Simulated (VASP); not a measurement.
Input of a VASP 6.6.1 run:

File INCAR:

```
ALGO = Normal
EDIFF = 1E-6
ENCUT = 600
GGA = RE
GGA_COMPAT = False
ISIF = 2
ISMEAR = 0
LASPH = True
LCHARG = False
LREAL = False
LWAVE = False
NBANDS = 34
NELM = 120
PREC = Accurate
SIGMA = 0.02
```

File KPOINTS:

```
k-points
0
Gamma
  6 6 4
```

POSCAR

```
SiO2
1.0
    5.1053779193      0.0000000000      0.0000000000
   -2.5526889596      4.4213869740      0.0000000000
    0.0000000000      0.0000000000      5.5850468173
Si O
3 6
Direct
    0.0000000000      0.5000000000      0.3333333333
    0.5000000000      0.5000000000      0.6666666667
    0.5000000000      0.0000000000      0.0000000000
    0.5839605948      0.7919802974      0.8333333333
    0.7919802974      0.5839605948      0.5000000000
    0.7919802974      0.2080197026      0.1666666667
    0.4160394052      0.2080197026      0.8333333333
    0.2080197026      0.4160394052      0.5000000000
    0.2080197026      0.7919802974      0.1666666667
```

Potentials or basis: VASP PAW PBE potentials, release 64 (Si, O).

Command:

```bash
$ cat potpaw_PBE.64/Si/POTCAR potpaw_PBE.64/O/POTCAR > POTCAR
$ mpirun -np 1 vasp_std > vasp.out
```

(1) Predict the pressure.

(2) Predict the band gap on the k mesh.

## Answers

(1) 1.8 GPa.

(2) 5.77 eV (least direct gap 5.95 eV).

Caveat: the PAW data sets were made with another functional, which shifts forces and pressure a little.
